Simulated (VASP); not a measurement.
# AlRu: single point with PBEsol

Crystal: AlRu.

```
CELL_PARAMETERS angstrom
2.99160 0.00000 0.00000
0.00000 2.99160 0.00000
0.00000 0.00000 3.09631
ATOMIC_POSITIONS crystal
Al 0.00000 0.00000 0.00000
Ru 0.50000 0.50000 0.50000
```

This cell differs from its parent crystal: strain +0.0350 x Voigt [0, 0, 1, 0, 0, 0].

| Property | Result |
| --- | --- |
| Program | VASP 6.6.1 |
| Task | single point |
| Functional | PBEsol |
| Potentials or basis | VASP PAW PBE potentials, release 64 (Al, Ru_pv) |
| Cutoff | 520 eV |
| k mesh | 16 × 16 × 16 |
| Occupations | gaussian, width 0.15 eV |
| Spin | no spin polarisation |
| Dipole correction | no |
| Further INCAR settings | ALGO = Fast; EDIFF = 1e-06; NBANDS = 16 |

* Pressure: -9.7 GPa
* Band gap on the k mesh: zero (an odd number of electrons rules out a gap without spin polarisation)

Stress tensor (GPa, compression positive):
```
 -7.98   0.00   0.00
  0.00  -7.98   0.00
  0.00   0.00 -13.11
```

Levels at points of the mesh, in eV from the Fermi level:
```csv
k point,band 7,band 8,band 9,band 10,band 11,band 12
"(0.00, 0.00, 0.00)",0.10,0.10,0.30,5.21,6.23,6.23
"(0.50, 0.00, 0.00)",-1.81,-1.43,0.36,2.33,7.41,10.22
"(0.50, 0.50, 0.00)",-1.31,-1.24,-1.24,1.57,5.33,6.03
"(0.00, 0.00, 0.50)",-1.41,-1.41,0.49,1.76,7.48,11.08
"(0.50, 0.00, 0.50)",-1.31,-1.07,-0.97,1.33,4.91,5.83
"(0.50, 0.50, 0.50)",1.39,1.64,2.38,3.87,4.07,4.07
```

Run time: 46 s on 1 thread of Intel(R) Xeon(R) 6975P-C (Granite Rapids) (shared host), peak memory 0.28 GiB.

Caveat: the cell differs from its parent crystal (strain +0.0350 x Voigt [0, 0, 1, 0, 0, 0]); the cell stands under tension; the PAW data sets were made with another functional, which shifts forces and pressure a little.
